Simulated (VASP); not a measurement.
Write the native input for VASP 6.6.1 that does the following.

| Item | Value |
| --- | --- |
| Task | single point |
| Functional | PBE |
| Dispersion | D3(BJ) |
| Potentials or basis | VASP PAW PBE potentials, release 64 (Al) |
| Cutoff | 520 eV |
| k mesh | 26 × 26 × 26 |
| Occupations | gaussian, width 0.15 eV |
| Spin | no spin polarisation |
| Dipole correction | no |
| Further INCAR settings | ALGO = Fast; EDIFF = 1e-06; NBANDS = 8 |

The structure of Al lies in POSCAR:

```
Al
1.0
    0.0000000000      1.9913628292      1.8917946877
    1.9913628292      0.0000000000      1.8917946877
    1.9913628292      1.9913628292      0.0000000000
Al
1
Direct
    0.0000000000      0.0000000000      0.0000000000
```

This cell differs from its parent crystal: strain -0.0500 x Voigt [0, 0, 1, 0, 0, 0].

The input as run:

INCAR

```
PREC = Accurate
ENCUT = 520
EDIFF = 1E-6
ISMEAR = 0
SIGMA = 0.15
LREAL = False
LASPH = True
NELM = 100
ALGO = Fast
ISIF = 2
LWAVE = False
LCHARG = False
GGA = PE
IVDW = 12
NBANDS = 8
```

KPOINTS

```
regular mesh
0
Gamma
  26 26 26
```

Potentials or basis: VASP PAW PBE potentials, release 64 (Al).

The run is started by

```sh
$ cat potpaw_PBE.64/Al/POTCAR > POTCAR
$ mpirun -np 1 vasp_std > vasp.out
```

It gave:

The pressure is 5.2 GPa and the dispersion energy per atom is -0.371 eV.

Caveat: the cell differs from its parent crystal (strain -0.0500 x Voigt [0, 0, 1, 0, 0, 0]); pairwise dispersion overbinds metals, which lowers pressure and volume.

Run time: 51 s on 1 thread of Intel(R) Xeon(R) Platinum 8559C (Emerald Rapids), with other jobs on the host, peak memory 0.25 GiB.
